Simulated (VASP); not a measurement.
Input of a VASP 6.6.1 run:

File INCAR:

```
PREC = Accurate
ENCUT = 520
EDIFF = 1E-6
ISMEAR = 0
SIGMA = 0.1
LREAL = False
LASPH = True
NELM = 60
ALGO = Normal
ISIF = 2
LWAVE = False
LCHARG = False
GGA = PS
NBANDS = 23
```

Contents of KPOINTS:

```
regular mesh
0
Gamma
  6 6 6
```

File POSCAR:

```
SiGe2
1.0
    0.0000000000      2.8914167062      2.8914167062
    2.8914167062      0.0000000000      2.8914167062
    2.8914167062      2.8914167062      0.0000000000
Si Ge
1 2
Direct
    0.0000000000      0.0000000000      0.0000000000
    0.7500000000      0.7500000000      0.7500000000
    0.2500000000      0.2500000000      0.2500000000
```

Potentials or basis: VASP PAW PBE potentials, release 64 (Si, Ge_d).

Launch:

```console
$ cat potpaw_PBE.64/Si/POTCAR potpaw_PBE.64/Ge_d/POTCAR > POTCAR
$ mpirun -np 1 vasp_std > vasp.out
```

What does it give for the band gap on the k mesh?

Zero (band 16 reaches 9.92 eV, above the bottom of band 17 at 7.22 eV).

Predict the pressure.

16.8 GPa.

Caveat: the PAW data sets were made with another functional, which shifts forces and pressure a little.
